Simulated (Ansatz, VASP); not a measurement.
## InP: VASP beside Ansatz

Contents of INCAR:

```
  ALGO = Normal
  EDIFF = 1E-8
  ENCUT = 520
  GGA = PS
  ISIF = 2
  ISMEAR = -1
  LASPH = True
  LCHARG = False
  LEFG = True
  LREAL = False
  LWAVE = False
  NBANDS = 16
  NELM = 60
  PREC = Accurate
  SIGMA = 0.03
```

KPOINTS

```
k-points
0
Gamma
  11 11 11
```

The input POSCAR:

```
InP
1.0
    0.0000000000      2.8550000000      2.8835500000
    2.8550000000      0.0000000000      2.8835500000
    2.8550000000      2.8550000000      0.0000000000
In P
1 1
Direct
    0.0000000000      0.0000000000      0.0000000000
    0.5000000000      0.5000000000      0.5000000000
```

Input for Ansatz:

```yaml
crystal:
  lattice:
    - [0.0, 2.855, 2.88355]
    - [2.855, 0.0, 2.88355]
    - [2.855, 2.855, 0.0]
  atoms:
    - { symbol: In, position: [0.0, 0.0, 0.0] }
    - { symbol: P, position: [0.5, 0.5, 0.5] }
kpoints:
  mp_grid: { grid: [11, 11, 11] }
scf:
  occupations: { method: fermi_dirac, width: 0.03 }
hamiltonian:
  xc: pbesol
  pseudopotentials: { kind: all_electron, datasets: crystal }
output:
  forces: true
  stress: true
  eigenvalues: true
  efg: { contact_densities: true }
```

Change from the starting cell: zz strain of +1 %, crystal datasets.

Alike in both runs: task electric field gradients; functional PBEsol; k mesh 11 × 11 × 11; occupations fermi-dirac, width 0.03 eV; no spin polarisation.

|  | VASP | Ansatz |
| --- | --- | --- |
| version | VASP 6.6.1 | Ansatz 0.2.0 |
| potentials or method | VASP PAW PBE potentials, release 64 (In_d, P), cutoff 520 eV | all-electron PAW with datasets made for the crystal, scalar-relativistic |

Ansatz gave:

- pressure (GPa): -8.6
- traceless stress, the component that is largest in VASP (GPa): -0.45
- size of Vzz on the site where it differs most (V/Å²): 8.9

What did VASP give for the same quantities?

Pressure (GPa): -8.6; traceless stress, the component that is largest in VASP (GPa): -0.45; size of Vzz on the site where it differs most (V/Å²): 9.0.

VASP's potentials were made for PBE, not for PBEsol. Ansatz ran all-electron here, and VASP with PAW potentials.
